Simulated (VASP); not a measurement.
A run of VASP 6.6.1 is set up as follows.

File INCAR:

```
SYSTEM = VO2
PREC     = Accurate       ! precision mode
ENCUT    = 600            ! plane-wave cutoff, eV
EDIFF    = 1E-6           ! SCF threshold, eV
ISMEAR   = -1             ! smearing method
SIGMA    = 0.05           ! smearing width, eV
LREAL    = .False.        ! projectors in reciprocal space
LASPH    = .True.         ! aspherical terms in the spheres
NELM     = 200            ! most SCF steps
ALGO     = Normal         ! electronic algorithm
ISIF     = 2              ! what is computed and relaxed
LWAVE    = .False.        ! write WAVECAR
LCHARG   = .True.         ! write CHGCAR
ISPIN    = 2              ! spin polarisation
MAGMOM   = 2 2 0 0 0 0    ! initial moments
LORBIT   = 11             ! projections on sites
LMAXMIX  = 4              ! l up to which the mixer works
GGA      = PE             ! functional
ALDAC    = 0.0          
AGGAC    = 0.0          
LELF     = .True.         ! ELF
LVHAR    = .True.       
NBANDS   = 38             ! bands
GGA_COMPAT= .False.
```

Contents of KPOINTS:

```
regular mesh
0
Gamma
  6 6 9
  0 0 0
```

The input POSCAR:

```
VO2
1.0
    4.5072020454      0.0000000000      0.0000000000
    0.0000000000      4.5072020454      0.0000000000
    0.0000000000      0.0000000000      3.0444500000
V O
2 4
Direct
    0.5000000000      0.5000000000      0.5000000000
    0.0000000000      0.0000000000      0.0000000000
    0.2003580000      0.7996420000      0.5000000000
    0.7996420000      0.2003580000      0.5000000000
    0.7003580000      0.7003580000      0.0000000000
    0.2996420000      0.2996420000      0.0000000000
```

Potentials or basis: VASP PAW PBE potentials, release 64 (V_sv, O).

The run is started by

```sh
$ cat potpaw_PBE.64/V_sv/POTCAR potpaw_PBE.64/O/POTCAR > POTCAR
$ mpirun -np 1 vasp_std > vasp.out
```

**Question.** Predict the largest force.

**Answer.** 0.150 eV/Å.

**Question.** Estimate the net moment.

**Answer.** 2.00 μB per cell.

**Question.** Predict the pressure.

**Answer.** 12.2 GPa.

**Question.** Estimate the site moments.

**Answer.** V +1.15; O -0.10 μB.

Forces on the atoms (eV/Å):
```
V    0.000  0.000  0.000
V    0.000  0.000  0.000
O   -0.106  0.106  0.000
O    0.106 -0.106  0.000
O   -0.106 -0.106  0.000
O    0.106  0.106  0.000
```

Caveat: the stress differs along the axes, from 3 to 17 GPa.
